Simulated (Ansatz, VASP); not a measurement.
**One calculation of ZrPb2O3, two programs**

Contents of INCAR:

```
SYSTEM = ZrPb2O3
  ALGO = Normal
  EDIFF = 1E-7
  EDIFFG = -0.04
  ENCUT = 600
  GGA = PE
  IBRION = 2
  ISIF = 3
  ISMEAR = 0
  LASPH = .TRUE.
  LCHARG = .FALSE.
  LREAL = .FALSE.
  LWAVE = .FALSE.
  NELM = 100
  NSW = 90
  PREC = Accurate
  SIGMA = 0.1
```

The input KPOINTS:

```
k-points
0
G
  3 3 6
  0 0 0
```

Contents of POSCAR:

```
ZrPb2O3
1.0
    6.1352231235      0.0000000000      0.0000000000
   -3.0676115617      5.3132590828      0.0000000000
    0.0000000000      0.0000000000      3.3316480973
Zr Pb O
1 2 3
Direct
    0.0000000000      0.0000000000      0.0000000000
    0.6666666667      0.3333333333      0.0000000000
    0.3333333333      0.6666666667      0.0000000000
    0.5000000000      0.5000000000      0.5000000000
    0.5000000000      0.0000000000      0.5000000000
    0.0000000000      0.5000000000      0.5000000000
```

Input for Ansatz:

```yaml
crystal:
  lattice:
    - [6.1352231235, 0.0, 0.0]
    - [-3.0676115617, 5.3132590828, 0.0]
    - [0.0, 0.0, 3.3316480973]
  atoms:
    - { symbol: Zr, position: [0.0, 0.0, 0.0] }
    - { symbol: Pb, position: [0.6666666667, 0.3333333333, 0.0] }
    - { symbol: Pb, position: [0.3333333333, 0.6666666667, 0.0] }
    - { symbol: O, position: [0.5, 0.5, 0.5] }
    - { symbol: O, position: [0.5, 0.0, 0.5] }
    - { symbol: O, position: [0.0, 0.5, 0.5] }
basis:
  ecutwfc: 420
kpoints:
  mp_grid: { grid: [3, 3, 6] }
hamiltonian:
  xc: pbe
scf:
  occupations: { method: gaussian, width: 0.1 }
  lower_state_search: "off"
output:
  forces: true
  stress: true
  eigenvalues: true
relax:
  adjacent_minimum: "off"
  f_tol: 0.04
  max_steps: 70
  cell: { stress_tol: 0.4 }
```

Change from the starting cell: species swapped into the ErCo3Ni2 type (P6/mmm, No. 191).

Alike in both runs: task relaxation of cell and atoms; functional PBE; k mesh 3 × 3 × 6; occupations gaussian, width 0.1 eV; no spin polarisation.

|  | VASP | Ansatz |
| --- | --- | --- |
| version | VASP 6.6.1 | Ansatz 0.2.0 |
| potentials or method | VASP PAW PBE potentials, release 64 (Zr_sv, Pb_d, O), cutoff 600 eV | scalar-relativistic, plane waves, PAW |
| valence electrons in the cell | 58 | 58 |

```csv
,VASP,Ansatz,Ansatz less VASP
"gap on the k mesh at the Fermi level, each at its own relaxed structure (eV)",none,none,-
relaxed volume (Å³/atom),18.29,18.29,+0.005
relaxed cell length with the largest relative difference (Å),3.263,3.262,-0.0010
```

A gap of «none» marks a metal or a gap that the smearing closes.

The k mesh is coarse, so the values compare programs but aren't converged. Neither program's run includes spin-orbit coupling.
